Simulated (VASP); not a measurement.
Write the native input for VASP 6.6.1 that does the following.

* Task: single point
* Functional: PBEsol
* Potentials or basis: VASP PAW PBE potentials, release 64 (Ga_d, Sb)
* Cutoff: 520 eV
* k mesh: 8 × 8 × 8
* Occupations: gaussian, width 0.05 eV
* Spin: no spin polarisation
* Dipole correction: no
* Further INCAR settings: ALGO = Normal; EDIFF = 1e-06; NBANDS = 16

The structure of GaSb lies in POSCAR:

```
GaSb
1.0
   -2.8222698500      2.8222698500      1.5140578227
    2.8222698500     -2.8222698500      1.5140578227
    2.8222698500      2.8222698500     -1.5140578227
Ga Sb
1 1
Direct
    0.2500000000      0.7500000000      0.5000000000
    0.0000000000      0.0000000000      0.0000000000
```

These files were run (other wordings do the same):

INCAR

```
PREC = Accurate ; ENCUT = 520
EDIFF = 1E-6 ; ISMEAR = 0
SIGMA = 0.05 ; LREAL = False
LASPH = True ; NELM = 100
ALGO = Normal ; ISIF = 2
LWAVE = False ; LCHARG = False
GGA = PS ; NBANDS = 16
```

KPOINTS

```
Automatic mesh
0
Gamma
  8 8 8
```

Potentials or basis: VASP PAW PBE potentials, release 64 (Ga_d, Sb).

Launch:

```sh
$ cat potpaw_PBE.64/Ga_d/POTCAR potpaw_PBE.64/Sb/POTCAR > POTCAR
$ mpirun -np 1 vasp_std > vasp.out
```

Results of the run:

```
Pressure               : -3.0 GPa
Band gap on the k mesh : zero (band 9 reaches 7.90 eV, above the bottom of band 10 at 4.37 eV)
```

Caveat: the PAW data sets were made with another functional, which shifts forces and pressure a little; spin-orbit coupling is left out, which moves the levels of the heavy elements.

Run time: 13 s on 1 thread of Intel(R) Xeon(R) 6975P-C (Granite Rapids), on a shared host, peak memory 0.2 GiB.
